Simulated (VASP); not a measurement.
Input of a VASP 6.6.1 run:

The input INCAR:

```
ALGO = Fast
EDIFF = 1E-6
ENCUT = 520
GGA = PE
ISIF = 2
ISMEAR = 0
LASPH = True
LCHARG = False
LREAL = False
LWAVE = False
NBANDS = 42
NELM = 60
PREC = Accurate
SIGMA = 0.1
```

KPOINTS

```
k-points
0
Gamma
  8 8 8
```

POSCAR

```
Sc2Ta
1.0
   -3.4898390319      3.4898390319      2.8258394912
    3.4898390319     -3.4898390319      2.8258394912
    3.4898390319      3.4898390319     -2.8258394912
Sc Ta
4 2
Direct
    0.6663556447      0.1663556447      0.8327112894
    0.1663556447      0.3336443553      0.5000000000
    0.8336443553      0.6663556447      0.5000000000
    0.3336443553      0.8336443553      0.1672887106
    0.2500000000      0.2500000000      0.0000000000
    0.7500000000      0.7500000000      0.0000000000
```

Potentials or basis: VASP PAW PBE potentials, release 64 (Sc_sv, Ta_pv).

Launch:

```bash
$ cat potpaw_PBE.64/Sc_sv/POTCAR potpaw_PBE.64/Ta_pv/POTCAR > POTCAR
$ mpirun -np 1 vasp_std > vasp.out
```

Problem. What does it give for the pressure?

Solution. 0.0 GPa.

Problem. Predict the band gap on the k mesh.

Solution. Zero (bands 33 and 34 overlap by 0.93 eV).

Problem. Estimate the largest force.

Solution. 0.003 eV/Å.

Forces on the atoms (eV/Å):
```
Sc  -0.002 -0.002  0.000
Sc   0.002 -0.002  0.000
Sc  -0.002  0.002  0.000
Sc   0.002  0.002  0.000
Ta   0.000  0.000  0.000
Ta   0.000  0.000  0.000
```

Caveat: spin-orbit coupling is left out, which moves the levels of the heavy elements.
